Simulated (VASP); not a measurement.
# Pt (Fm-3m) in VASP: single point with LDA

Aim: the single point of Pt with LDA.

All numbers are computed with VASP 6.6.1; they aren't measurements. Logs are shortened: lines on timing, memory, paths and dates and some standing lists are left out, and cuts for length are marked.

### 1 The cell of the first run

It takes space group Fm-3m (No. 225, cubic). The conventional cell has a = 3.841 Å, b = 3.841 Å, c = 3.841 Å, α = 90.00°, β = 90.00°, γ = 90.00°. Pt (site symmetry m-3m) has 12 Pt at 2.72 Å within 3.6 Å.

### 2 Single point, LDA (14.17 Å³/atom)

The input, INCAR:

```
PREC = Accurate
ENCUT = 570
EDIFF = 1E-6
ISMEAR = 0
SIGMA = 0.15
LREAL = F
LASPH = T
NELM = 120
ALGO = Normal
ISIF = 2
LWAVE = F
LCHARG = F
NBANDS = 15
GGA_COMPAT = F
```

The input, KPOINTS:

```
regular mesh
0
Gamma
  22 22 22
```

The input, POSCAR:

```
Pt
1.0
    0.0000000000      1.9204621283      1.9204621283
    1.9204621283      0.0000000000      1.9204621283
    1.9204621283      1.9204621283      0.0000000000
Pt
1
Direct
    0.0000000000      0.0000000000      0.0000000000
```

Potentials or basis: VASP PAW LDA potentials, release 64 (Pt_sv_GW).

Started as:

```bash
> cat potpaw_LDA.64/Pt_sv_GW/POTCAR > POTCAR
> mpirun -np 1 vasp_std > vasp.out
```

OUTCAR:

```text
PREC = Accurate
   ENCUT = 570
   EDIFF = 1E-6
   ISMEAR = 0
   LREAL = F
   LASPH = T
   NELM = 120
   ISIF = 2

 ion  position               nearest neighbor table
   1  0.000  0.000  0.000-

  LATTYP: Found a face centered cubic cell.
 ALAT       =     3.8409242566

  Lattice vectors:

 A1 = (   0.0000000000,   1.9204621283,   1.9204621283)
 A2 = (   1.9204621283,   0.0000000000,   1.9204621283)
 A3 = (   1.9204621283,   1.9204621283,   0.0000000000)

Analysis of symmetry for initial positions (statically):
=====================================================================
 Subroutine PRICEL returns:
 Original cell was already a primitive cell.

 Routine SETGRP: Setting up the symmetry group for a
 face centered cubic supercell.

 Subroutine GETGRP returns: Found 48 space group operations
 (whereof 48 operations were pure point group operations)
 out of a pool of 48 trial point group operations.

The static configuration has the point symmetry O_h .

Analysis of symmetry for dynamics (positions and initial velocities):
=====================================================================
 Subroutine PRICEL returns:
 Original cell was already a primitive cell.

 Routine SETGRP: Setting up the symmetry group for a
 face centered cubic supercell.

 Subroutine GETGRP returns: Found 48 space group operations
 (whereof 48 operations were pure point group operations)
 out of a pool of 48 trial point group operations.

The dynamic configuration has the point symmetry O_h .

 Subroutine INISYM returns: Found 48 space group operations
 (whereof 48 operations are pure point group operations),
 and found     1 'primitive' translations

----------------------------------------------------------------------------------------

                                     Primitive cell

  volume of cell :      14.1660

  direct lattice vectors                    reciprocal lattice vectors
     0.000000000  1.920462128  1.920462128    -0.260354002  0.260354002  0.260354002
     1.920462128  0.000000000  1.920462128     0.260354002 -0.260354002  0.260354002
     1.920462128  1.920462128  0.000000000     0.260354002  0.260354002 -0.260354002

  length of vectors
     2.715943588  2.715943588  2.715943588     0.450946359  0.450946359  0.450946359

  position of ions in fractional coordinates (direct lattice)
     0.000000000  0.000000000  0.000000000

  ion indices of the primitive-cell ions
   primitive index   ion index
                 1           1

----------------------------------------------------------------------------------------

 KPOINTS: regular mesh

Automatic generation of k-mesh.
 Grid dimensions read from file:
 generate k-points for:   22   22   22

 Generating k-lattice:

  Cartesian coordinates                     Fractional coordinates (reciprocal lattice)
    -0.011834273  0.011834273  0.011834273     0.045454545  0.000000000  0.000000000
     0.011834273 -0.011834273  0.011834273     0.000000000  0.045454545  0.000000000
     0.011834273  0.011834273 -0.011834273     0.000000000  0.000000000  0.045454545

  Length of vectors
     0.020497562  0.020497562  0.020497562

  Shift w.r.t. Gamma in fractional coordinates (k-lattice)
     0.000000000  0.000000000  0.000000000

 Subroutine IBZKPT returns following result:
 ===========================================

 Found    328 irreducible k-points:

 Following reciprocal coordinates:
            Coordinates               Weight
  0.000000  0.000000  0.000000      1.000000
  0.045455  0.000000  0.000000      8.000000
  0.090909  0.000000  0.000000      8.000000
  0.136364  0.000000  0.000000      8.000000
  0.181818  0.000000  0.000000      8.000000
  0.227273  0.000000  0.000000      8.000000
[... 16 lines left out ...]
  0.500000  0.045455  0.000000     24.000000
 -0.454545  0.045455  0.000000     24.000000
 [... further k-points ...]
   k-points           NKPTS =    328   k-points in BZ     NKDIM =    328   number of bands    NBANDS=     15
   number of dos      NEDOS =    301   number of ions     NIONS =      1
   total plane-waves  NPLWV =  13824
   dimension x,y,z NGX =    24 NGY =   24 NGZ =   24
   dimension x,y,z NGXF=    48 NGYF=   48 NGZF=   48
   ions per type =               1
   NGX,Y,Z   is equivalent  to a cutoff of  14.69, 14.69, 14.69 a.u.
   NGXF,Y,Z  is equivalent  to a cutoff of  29.38, 29.38, 29.38 a.u.
 SYSTEM =  unknown system
   PREC   = accura    normal or accurate (medium, high low for compatibility)
   ISTART =      0    job   : 0-new  1-cont  2-samecut
   ICHARG =      2    charge: 1-file 2-atom 10-const
   ISPIN  =      1    spin polarized calculation?
   LNONCOLLINEAR =      F non collinear calculations
   LSORBIT =      F    spin-orbit coupling
   LASPH  =      T    aspherical Exc in radial PAW
   ENCUT  =  570.0 eV  41.89 Ry    6.47 a.u.   5.29  5.29  5.29*2*pi/ulx,y,z
   NELM   =    120;   NELMIN=  2; NELMDL= -5     # of ELM steps
   EDIFF  = 0.1E-05   stopping-criterion for ELM
   LREAL  =      F    real-space projection
   EDIFFG = 0.1E-04   stopping-criterion for IOM
   NSW    =      0    number of steps for IOM
   IBRION =     -1    ionic relax: 0-MD 1-quasi-New 2-CG
   NFREE  =      0    steps in history (QN), initial steepest desc. (CG)
   ISIF   =      2    stress and relaxation
   ISYM   =      2    0-nonsym 1-usesym 2-fastsym
   POTIM  = 0.5000    time-step for ionic-motion
   TEBEG  =    0.0;   TEEND  =   0.0 temperature during run
   PSTRESS=    0.0 pullay stress
   NELECT =      18.0000    total number of electrons
   NUPDOWN=      -1.0000    fix difference up-down
   EMIN   =  10.00;   EMAX   =-10.00  energy-range for DOS
   EFERMI =   0.00;   METHOD = LEGACY
   ISMEAR =     0;   SIGMA  =   0.15  broadening in eV -4-tet -1-fermi 0-gaus
   EFERMI_NEDOS =   21; number of points for ismear=-14 and -15
   IALGO  =     38    algorithm
   IMIX   =      4    mixing-type and parameters
     AMIX     =   0.40;   BMIX     =  1.00
     AMIX_MAG =   1.60;   BMIX_MAG =  1.00
  volume/ion in A,a.u.               =      14.17        95.60
  Fermi-wavevector in a.u.,A,eV,Ry     =   1.773168  3.350802 42.778421  3.144125
  Thomas-Fermi vector in A             =   2.839415
   LORBIT       =      0    0 simple, 1 ext, 2 COOP (PROOUT), +10 PAW based schemes
   GGA     = CA    functional components
   LHFCALC =     F    Hartree Fock is set to
   AEXX    =    0.0000 exact exchange contribution
   IVDW    =     0    specifies the selected vdW correction
   LEPSILON=     F    determine dielectric tensor
   LRPA    =     F    only Hartree local field effects (RPA)
 non-spin polarized calculation
 Gauss-broadening in eV      SIGMA  =   0.15
  energy-cutoff  :      570.00
  volume of cell :       14.17
 maximum number of plane-waves:       450
 NGX is ok and might be reduce to    24
   NGX = 11   NGY = 11   NGZ = 11

 number of electron      18.0000000 magnetization

 Free energy of the ion-electron system (eV)
  ---------------------------------------------------
  ext. energy  EPLUGINS =         0.00000000
  ---------------------------------------------------
  free energy    TOTEN  =        -7.30590842 eV

  energy without entropy =       -7.28751474  energy(sigma->0) =       -7.29671158

 E-fermi :  11.6689     XC(G=0): -14.7810

 val. band max:       11.6675778702   @ k =  -0.4545   0.1818   0.0455
 cond. band min:      11.6705434359   @ k =   0.4091   0.2273   0.0000
 fundamental gap:      0.0029655656
 Fermi energy:        11.6689231933

 k-point     1 :       0.0000    0.0000    0.0000
  band No.  band energies     occupation
      1     -86.8431      2.00000
      2     -40.9794      2.00000
      3     -40.9794      2.00000
      4     -40.9794      2.00000
      5       0.7630      2.00000
      6       7.4666      2.00000
      7       7.4666      2.00000
      8       7.4666      2.00000
      9       9.8781      2.00000
     10       9.8781      2.00000
     11      26.1550      0.00000
     12      31.4022      0.00000
     13      31.4022      0.00000
     14      31.4022      0.00000
     15      37.1324      0.00000

 k-point     2 :       0.0455    0.0000    0.0000
  band No.  band energies     occupation
      1     -86.8431      2.00000
      2     -40.9930      2.00000
      3     -40.9818      2.00000
      4     -40.9818      2.00000
      5       0.8525      2.00000
      6       7.4242      2.00000
      7       7.5035      2.00000
      8       7.5035      2.00000
      9       9.8558      2.00000
     10       9.8558      2.00000
     11      26.3007      0.00000
     12      30.9452      0.00000
     13      31.5445      0.00000
     14      31.5445      0.00000
     15      37.6686      0.00000

 k-point     3 :       0.0909    0.0000    0.0000
  band No.  band energies     occupation
      1     -86.8404      2.00000
      2     -41.0295      2.00000
      3     -40.9870      2.00000
      4     -40.9870      2.00000
      5       1.1151      2.00000
      6       7.3097      2.00000
      7       7.6052      2.00000
      8       7.6052      2.00000
      9       9.8010      2.00000
     10       9.8010      2.00000
     11      26.7139      0.00000
     12      29.9035      0.00000
     13      31.9633      0.00000
     14      31.9633      0.00000
     15      38.7743      0.00000

 k-point     4 :       0.1364    0.0000    0.0000
  band No.  band energies     occupation
      1     -86.8364      2.00000
      2     -41.0870      2.00000
      3     -40.9951      2.00000
      4     -40.9951      2.00000
      5       1.5317      2.00000
      6       7.1597      2.00000
      7       7.7420      2.00000
      8       7.7420      2.00000
      9       9.7517      2.00000
     10       9.7517      2.00000
     11      27.3135      0.00000
     12      28.6665      0.00000
     13      32.6356      0.00000
     14      32.6356      0.00000
     15      38.5622      0.00000
[... 307 lines left out ...]
 k-point    22 :       0.4545    0.0455    0.0000
  band No.  band energies     occupation
      1     -86.7999      2.00000
      2     -41.5566      2.00000
      3     -41.0698      2.00000
      4     -41.0693      2.00000
      5       3.7544      2.00000
      6       7.3733      2.00000
      7       7.5139      2.00000
      8       9.8801      2.00000
      9      11.6744      0.95857
     10      11.9459      0.00901
     11      18.8868      0.00000
     12      26.0652      0.00000
     13      31.0760      0.00000
     14      31.4568      0.00000
     15      40.2885      0.00000

 k-point    23 :       0.5000    0.0455    0.0000
  band No.  band energies     occupation
      1     -86.7985      2.00000
      2     -41.5763      2.00000
      3     -41.0750      2.00000
      4     -41.0699      2.00000
      5       3.7487      2.00000
      6       7.3382      2.00000
      7       7.4652      2.00000
      8      10.3518      2.00000
      9      11.7343      0.53779
     10      12.3409      0.00000
     11      18.0600      0.00000
     12      25.8959      0.00000
     13      30.9119      0.00000
     14      30.9304      0.00000
     15      41.0347      0.00000

 k-point    24 :      -0.4545    0.0455    0.0000
  band No.  band energies     occupation
      1     -86.7987      2.00000
      2     -41.5722      2.00000
      3     -41.0766      2.00000
      4     -41.0670      2.00000
      5       3.7509      2.00000
      6       7.3553      2.00000
      7       7.4647      2.00000
      8      10.2834      2.00000
      9      11.6153      1.38661
     10      12.3247      0.00000
     11      18.2431      0.00000
     12      25.9300      0.00000
     13      30.7762      0.00000
     14      31.2120      0.00000
     15      40.7579      0.00000

 [... further k-points ...]
[... 5 lines left out ...]
  --------------------------------------------------------------------------------------
  -------------------------------------------------------------------------------------
  Total        1.2170854      1.2170854      1.2170854      0.0000000      0.0000000     -0.0000000
  in kB      137.6525956    137.6525956    137.6525956      0.0000000      0.0000000     -0.0000000
  external PRESSURE =     137.6525956 kB  Pullay stress =       0.0000000 kB

 VOLUME and BASIS-vectors are now :
 -----------------------------------------------------------------------------
  energy-cutoff  :      570.00
  volume of cell :       14.17
      direct lattice vectors                 reciprocal lattice vectors
     0.000000000  1.920462128  1.920462128    -0.260354002  0.260354002  0.260354002
     1.920462128  0.000000000  1.920462128     0.260354002 -0.260354002  0.260354002
     1.920462128  1.920462128  0.000000000     0.260354002  0.260354002 -0.260354002

 POSITION                                       TOTAL-FORCE (eV/Angst)
 -----------------------------------------------------------------------------------
      0.00000      0.00000      0.00000         0.000000      0.000000      0.000000
 -----------------------------------------------------------------------------------
    total drift:                               -0.000000      0.000000     -0.000000

  FREE ENERGIE OF THE ION-ELECTRON SYSTEM (eV)
  ---------------------------------------------------
  free  energy   TOTEN  =        -7.3059084162 eV

  energy  without entropy=       -7.2875147428  energy(sigma->0) =       -7.29671158
```

It took 50 s on 1 thread of AMD EPYC 9R45 (Zen 5), shared host; peak memory 0.17 GiB.

Results:

* Free energy: -7.3059 eV
* Pressure: 13.8 GPa
* Band gap on the k mesh: zero (bands 9 and 10 overlap by 2.48 eV)

Caveat: the cell stands under pressure; spin-orbit coupling is left out, which moves the levels of the heavy elements.
